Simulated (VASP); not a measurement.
**CsPbBr3: single point with PBEsol**

Crystal: CsPbBr3.

```
Cs Pb Br
1.0
     5.69390    0.00000    0.00000
     0.00000    5.69390    0.00000
     0.00000    0.00000    5.95805
Cs Pb Br
1 1 3
Direct
  0.00000 0.00000 0.00000
  0.50000 0.50000 0.50000
  0.00000 0.50000 0.50000
  0.50000 0.00000 0.50000
  0.50000 0.50000 0.00000
```

This cell differs from its parent crystal: strain -0.030 along x and y, +0.015 along z.

- Program: VASP 6.6.1
- Task: single point
- Functional: PBEsol
- Potentials or basis: VASP PAW PBE potentials, release 64 (Cs_sv, Pb_d, Br)
- Cutoff: 520 eV
- k mesh: 6 × 6 × 6
- Occupations: gaussian, width 0.05 eV
- Spin: no spin polarisation

| Quantity | Value |
| --- | --- |
| Pressure | 1.3 GPa |
| Band gap on the k mesh | 0.97 eV |

Stress tensor (GPa, compression positive):
```
 2.05  0.00  0.00
 0.00  2.05  0.00
 0.00  0.00 -0.32
```

Levels at points of the mesh, in eV from the valence-band top:
| k point | band 19 | band 20 | band 21 | band 22 | band 23 | band 24 | band 25 | band 26 |
| --- | --- | --- | --- | --- | --- | --- | --- | --- |
| (0.00, 0.00, 0.00) | -2.54 | -2.41 | -2.41 | -2.40 | 2.59 | 3.58 | 3.70 | 4.36 |
| (0.50, 0.00, 0.00) | -2.71 | -2.54 | -2.54 | -1.52 | 2.42 | 4.16 | 4.71 | 4.72 |
| (0.50, 0.50, 0.00) | -2.76 | -2.60 | -1.99 | -0.61 | 1.82 | 1.82 | 4.18 | 4.84 |
| (0.00, 0.00, 0.50) | -2.63 | -2.54 | -2.54 | -1.86 | 2.26 | 4.00 | 4.58 | 4.65 |
| (0.50, 0.00, 0.50) | -2.74 | -2.62 | -2.06 | -0.90 | 1.66 | 1.98 | 4.81 | 4.94 |
| (0.50, 0.50, 0.50) | -2.04 | -2.04 | -1.98 | 0.00 | 0.97 | 1.30 | 1.30 | 4.09 |

It took 100 s on 1 thread of Intel(R) Xeon(R) 6975P-C (Granite Rapids), on a shared host, peak memory 0.41 GiB.

Caveat: the cell differs from its parent crystal (strain -0.030 along x and y, +0.015 along z); the PAW data sets were made with another functional, which shifts forces and pressure a little; spin-orbit coupling is left out, which moves the levels of the heavy elements. A k mesh can miss the band edges.
